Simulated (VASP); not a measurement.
# CdGa2 (I4/mcm) in VASP: further runs

The runs below take CdGa2 through single point, with r2SCAN.

Everything below comes from runs of VASP 6.6.1. Logs are shortened: lines on timing, memory, paths and dates and some standing lists are left out, and cuts for length are marked.

### 1 The cell of the first run

Symmetry: I4/mcm, No. 140, tetragonal system. Conventional cell: a = 6.600 Å, b = 6.600 Å, c = 5.494 Å, α = 90.00°, β = 90.00°, γ = 90.00°. Cd (site symmetry 422) has 2 Cd at 2.75 Å and 8 Ga at 2.82 Å within 3.6 Å. Ga (site symmetry m2m) has 4 Cd at 2.82 Å and 11 Ga at 3.12 to 3.52 Å within 3.7 Å.

### 2 Single point, r2SCAN

Input file POSCAR:

```
CdGa2
1.0
   -3.2998722414      3.2998722414      2.7468174723
    3.2998722414     -3.2998722414      2.7468174723
    3.2998722414      3.2998722414     -2.7468174723
Cd Ga
2 4
Direct
    0.2500000000      0.2500000000      0.0000000000
    0.7500000000      0.7500000000      0.0000000000
    0.6670000000      0.1670000000      0.8340000000
    0.1670000000      0.3330000000      0.5000000000
    0.3330000000      0.8330000000      0.1660000000
    0.8330000000      0.6670000000      0.5000000000
```

Input file INCAR.step1:

```
SYSTEM = CdGa2
PREC = Accurate
ENCUT = 520
ISMEAR = 0
SIGMA = 0.1
LREAL = .False.
LASPH = .True.
NELM = 80
NBANDS = 47
GGA = PE
ALGO = Normal
EDIFF = 1E-4
LWAVE = .True.
LCHARG = .False.
```

Input file INCAR.step2:

```
SYSTEM = CdGa2
PREC = Accurate
ENCUT = 520
EDIFF = 1E-6
ISMEAR = 0
SIGMA = 0.1
LREAL = .False.
LASPH = .True.
NELM = 80
ALGO = Normal
ISIF = 2
LWAVE = .False.
LCHARG = .False.
METAGGA = R2SCAN
LMIXTAU = .True.
NBANDS = 47
ISTART = 1
```

Input file KPOINTS:

```
regular mesh
0
Gamma
  4 4 4
  0 0 0
```

Potentials or basis: VASP PAW PBE potentials, release 64 (Cd, Ga_d).

Launch:

```bash
> cat potpaw_PBE.64/Cd/POTCAR potpaw_PBE.64/Ga_d/POTCAR > POTCAR
> cp INCAR.step1 INCAR
> mpirun -np 1 vasp_std > vasp.out
> cp INCAR.step2 INCAR
> mpirun -np 1 vasp_std > vasp.out
```

OUTCAR:

```text
SYSTEM = CdGa2
   PREC = Accurate
   ENCUT = 520
   EDIFF = 1E-6
   ISMEAR = 0
   LREAL = .False.
   LASPH = .True.
   NELM = 80
   ISIF = 2
   METAGGA = R2SCAN
   ISTART = 1

 ion  position               nearest neighbor table
   1  0.250  0.250  0.000-   2 2.75   2 2.75   6 2.82   3 2.82   4 2.82   5 2.82   4 2.82   6 2.82
                             3 2.82   5 2.82
   2  0.750  0.750  0.000-   1 2.75   1 2.75   5 2.82   3 2.82   5 2.82   6 2.82   6 2.82   3 2.82
                             4 2.82   4 2.82
   3  0.667  0.167  0.834-   1 2.82   2 2.82   1 2.82   2 2.82
   4  0.167  0.333  0.500-   2 2.82   1 2.82   1 2.82   2 2.82
   5  0.333  0.833  0.166-   1 2.82   2 2.82   1 2.82   2 2.82
   6  0.833  0.667  0.500-   1 2.82   2 2.82   2 2.82   1 2.82

  LATTYP: Found a body centered tetragonal cell.
 ALAT       =     6.5997444828
 C/A-ratio  =     0.8324011572

  Lattice vectors:

 A1 = (  -3.2998722414,   3.2998722414,   2.7468174723)
 A2 = (   3.2998722414,  -3.2998722414,   2.7468174723)
 A3 = (   3.2998722414,   3.2998722414,  -2.7468174723)

Analysis of symmetry for initial positions (statically):
=====================================================================
 Subroutine PRICEL returns:
 Original cell was already a primitive cell.

 Routine SETGRP: Setting up the symmetry group for a
 body centered tetragonal supercell.

 Subroutine GETGRP returns: Found 16 space group operations
 (whereof  8 operations were pure point group operations)
 out of a pool of 16 trial point group operations.

The static configuration has the point symmetry C_4h.
 The point group associated with its full space group is D_4h.

Analysis of symmetry for dynamics (positions and initial velocities):
=====================================================================
 Subroutine PRICEL returns:
 Original cell was already a primitive cell.

 Routine SETGRP: Setting up the symmetry group for a
 body centered tetragonal supercell.

 Subroutine GETGRP returns: Found 16 space group operations
 (whereof  8 operations were pure point group operations)
 out of a pool of 16 trial point group operations.

The dynamic configuration has the point symmetry C_4h.
 The point group associated with its full space group is D_4h.

 Subroutine INISYM returns: Found 16 space group operations
 (whereof  8 operations are pure point group operations),
 and found     1 'primitive' translations

[... 90 lines left out ...]
   EDIFF  = 0.1E-05   stopping-criterion for ELM
   LREAL  =      F    real-space projection
   EDIFFG = 0.1E-04   stopping-criterion for IOM
   NSW    =      0    number of steps for IOM
   IBRION =     -1    ionic relax: 0-MD 1-quasi-New 2-CG
   NFREE  =      0    steps in history (QN), initial steepest desc. (CG)
   ISIF   =      2    stress and relaxation
   ISYM   =      2    0-nonsym 1-usesym 2-fastsym
   POTIM  = 0.5000    time-step for ionic-motion
   TEBEG  =    0.0;   TEEND  =   0.0 temperature during run
   PSTRESS=    0.0 pullay stress
   NELECT =      76.0000    total number of electrons
   NUPDOWN=      -1.0000    fix difference up-down
   EMIN   =  10.00;   EMAX   =-10.00  energy-range for DOS
   EFERMI =   0.00;   METHOD = LEGACY
   ISMEAR =     0;   SIGMA  =   0.10  broadening in eV -4-tet -1-fermi 0-gaus
   EFERMI_NEDOS =   21; number of points for ismear=-14 and -15
   IALGO  =     38    algorithm
   IMIX   =      4    mixing-type and parameters
     AMIX     =   0.40;   BMIX     =  1.00
     AMIX_MAG =   1.60;   BMIX_MAG =  1.00
  volume/ion in A,a.u.               =      19.94       134.56
  Fermi-wavevector in a.u.,A,eV,Ry     =   1.407293  2.659399 26.945998  1.980475
  Thomas-Fermi vector in A             =   2.529567
   LORBIT       =      0    0 simple, 1 ext, 2 COOP (PROOUT), +10 PAW based schemes
   METAGGA = R2SCAN    functional components
   LHFCALC =     F    Hartree Fock is set to
   AEXX    =    0.0000 exact exchange contribution
   IVDW    =     0    specifies the selected vdW correction
   LEPSILON=     F    determine dielectric tensor
   LRPA    =     F    only Hartree local field effects (RPA)
 non-spin polarized calculation
 Gauss-broadening in eV      SIGMA  =   0.10
  energy-cutoff  :      520.00
  volume of cell :      119.64
 maximum number of plane-waves:      3242
   NGX = 21   NGY = 21   NGZ = 21

 number of electron      76.0000014 magnetization

 Free energy of the ion-electron system (eV)
  ---------------------------------------------------
  ext. energy  EPLUGINS =         0.00000000
  ---------------------------------------------------
  free energy    TOTEN  =       -84.19166637 eV

  energy without entropy =      -84.18432776  energy(sigma->0) =      -84.18799707

 E-fermi :   4.1910     XC(G=0): -11.9111

 val. band max:        4.1206057590   @ k =   0.5000   0.5000   0.0000
 cond. band min:       4.1950331103   @ k =  -0.2500   0.2500   0.2500
 fundamental gap:      0.0744273513
 Fermi energy:         4.1909703086

 k-point     1 :       0.0000    0.0000    0.0000
  band No.  band energies     occupation
      1     -11.0998      2.00000
      2     -11.0681      2.00000
      3     -11.0410      2.00000
      4     -11.0410      2.00000
      5     -11.0248      2.00000
      6     -11.0051      2.00000
[... 639 lines left out ...]
     46      10.6940      0.00000
     47      10.6941      0.00000

------------------------ aborting loop because EDIFF is reached ----------------------------------------

  FORCE on cell =-STRESS in cart. coord.  units (eV):
  Direction    XX          YY          ZZ          XY          YZ          ZX
  --------------------------------------------------------------------------------------
  -------------------------------------------------------------------------------------
  Total        2.4492604      2.4492604      5.3928957      0.0000000      0.0000000      0.0000000
  in kB       32.7990672     32.7990672     72.2185158      0.0000000      0.0000000      0.0000000
  external PRESSURE =      45.9388834 kB  Pullay stress =       0.0000000 kB

 VOLUME and BASIS-vectors are now :
 -----------------------------------------------------------------------------
  energy-cutoff  :      520.00
  volume of cell :      119.64
      direct lattice vectors                 reciprocal lattice vectors
    -3.299872241  3.299872241  2.746817472     0.000000000  0.151521018  0.182028841
     3.299872241 -3.299872241  2.746817472     0.151521018  0.000000000  0.182028841
     3.299872241  3.299872241 -2.746817472     0.151521018  0.151521018  0.000000000

 POSITION                                       TOTAL-FORCE (eV/Angst)
 -----------------------------------------------------------------------------------
      0.00000      0.00000      1.37341        -0.000000     -0.000000     -0.000000
      0.00000      0.00000      4.12023        -0.000000     -0.000000     -0.000000
      1.10216      4.40203      0.00000        -0.461819     -0.461819      0.000000
      2.19771      1.10216      0.00000         0.461819     -0.461819     -0.000000
      2.19771     -1.10216      2.74682         0.461819      0.461819     -0.000000
      1.10216      2.19771      2.74682        -0.461819      0.461819      0.000000
 -----------------------------------------------------------------------------------
    total drift:                               -0.000000     -0.000000      0.000000

  FREE ENERGIE OF THE ION-ELECTRON SYSTEM (eV)
  ---------------------------------------------------
  free  energy   TOTEN  =       -84.1916663740 eV

  energy  without entropy=      -84.1843277633  energy(sigma->0) =      -84.18799707
```

It took 7.6 min on 1 thread of Oxide Virtual Turin-like, shared host; peak memory 0.24 GiB.

What came out:

| Quantity | Value |
| --- | --- |
| Free energy | -84.1917 eV |
| Pressure | 4.6 GPa |
| Largest force | 0.653 eV/Å |
| Band gap on the k mesh | zero (band 38 reaches 6.31 eV, above the bottom of band 39 at 3.10 eV) |

Forces in eV/Å, atoms in the order of the input:
```
Cd   0.000  0.000  0.000
Cd   0.000  0.000  0.000
Ga  -0.462 -0.462  0.000
Ga   0.462 -0.462  0.000
Ga   0.462  0.462  0.000
Ga  -0.462  0.462  0.000
```

Levels at points of the mesh, in eV from the Fermi level:
```
           k point  band 35  band 36  band 37  band 38  band 39  band 40  band 41  band 42
(0.00, 0.00, 0.00)    -2.30    -1.46    -1.21    -1.21    -1.09    -1.09    -0.48     0.86
(0.50, 0.00, 0.00)    -3.59    -3.59    -0.22    -0.22     2.28     2.28     3.45     3.45
(0.50, 0.50, 0.00)    -2.24    -1.90    -1.64    -0.53    -0.51    -0.07     3.61     4.37
(0.50, 0.50, 0.50)    -5.34    -3.69     1.17     2.12     2.62     2.73     2.73     3.41
```

Caveat: the k points lie up to 0.37 Å⁻¹ apart; the PAW data sets were made with another functional, which shifts forces and pressure a little.

### 3 Single point, r2SCAN

This run uses another cell than the first one, of 20.70 Å³/atom, 1.038 times its volume.

Input file POSCAR:

```
CdGa2
1.0
   -3.3483628057      3.3483628057      2.7691044646
    3.3483628057     -3.3483628057      2.7691044646
    3.3483628057      3.3483628057     -2.7691044646
Cd Ga
2 4
Direct
    0.2500000000      0.2500000000      0.0000000000
    0.7500000000      0.7500000000      0.0000000000
    0.6366081615      0.1366081615      0.7732163230
    0.1366081615      0.3633918385      0.5000000000
    0.3633918385      0.8633918385      0.2267836770
    0.8633918385      0.6366081615      0.5000000000
```

Input file INCAR.step1:

```
PREC = Accurate
ENCUT = 520
ISMEAR = 0
SIGMA = 0.1
LREAL = F
LASPH = T
NELM = 100
NBANDS = 47
GGA = PE
ALGO = Normal
EDIFF = 1E-4
LWAVE = T
LCHARG = F
```

Input file INCAR.step2:

```
PREC = Accurate
ENCUT = 520
EDIFF = 1E-6
ISMEAR = 0
SIGMA = 0.1
LREAL = F
LASPH = T
NELM = 100
ALGO = Normal
ISIF = 2
LWAVE = F
LCHARG = F
METAGGA = R2SCAN
LMIXTAU = T
NBANDS = 47
ISTART = 1
```

Input file KPOINTS:

```
regular mesh
0
Gamma
  4 4 4
```

Potentials or basis: VASP PAW PBE potentials, release 64 (Cd, Ga_d).

Launch:

```bash
> cat potpaw_PBE.64/Cd/POTCAR potpaw_PBE.64/Ga_d/POTCAR > POTCAR
> cp INCAR.step1 INCAR
> mpirun -np 1 vasp_std > vasp.out
> cp INCAR.step2 INCAR
> mpirun -np 1 vasp_std > vasp.out
```

Wall time 9.8 min (1 thread of Oxide Virtual Turin-like, shared host); peak memory 0.28 GiB.

It converged, with:

- Free energy: -84.8486 eV
- Pressure: 0.3 GPa
- Largest force: 0.025 eV/Å
- Band gap on the k mesh: zero (band 38 reaches 5.60 eV, above the bottom of band 39 at 3.27 eV)

Forces in eV/Å, atoms in the order of the input:
```
Cd   0.000  0.000  0.000
Cd   0.000  0.000  0.000
Ga   0.018  0.018  0.000
Ga  -0.018  0.018  0.000
Ga  -0.018 -0.018  0.000
Ga   0.018 -0.018  0.000
```

Stress tensor (GPa, compression positive):
```
0.34 0.00 0.00
0.00 0.34 0.00
0.00 0.00 0.20
```

Levels at points of the mesh, in eV from the Fermi level:
| k point | band 35 | band 36 | band 37 | band 38 | band 39 | band 40 | band 41 | band 42 |
| --- | --- | --- | --- | --- | --- | --- | --- | --- |
| (0.00, 0.00, 0.00) | -2.87 | -1.38 | -0.72 | -0.51 | -0.51 | -0.32 | -0.21 | -0.21 |
| (0.50, 0.00, 0.00) | -3.45 | -3.45 | -0.11 | -0.11 | 2.35 | 2.35 | 2.75 | 2.75 |
| (0.50, 0.50, 0.00) | -2.31 | -1.19 | -1.16 | -0.97 | -0.38 | -0.06 | 2.87 | 4.39 |
| (0.50, 0.50, 0.50) | -5.69 | -3.45 | 0.97 | 1.82 | 2.64 | 2.64 | 3.17 | 3.17 |

Caveat: the k points lie up to 0.37 Å⁻¹ apart; the PAW data sets were made with another functional, which shifts forces and pressure a little.
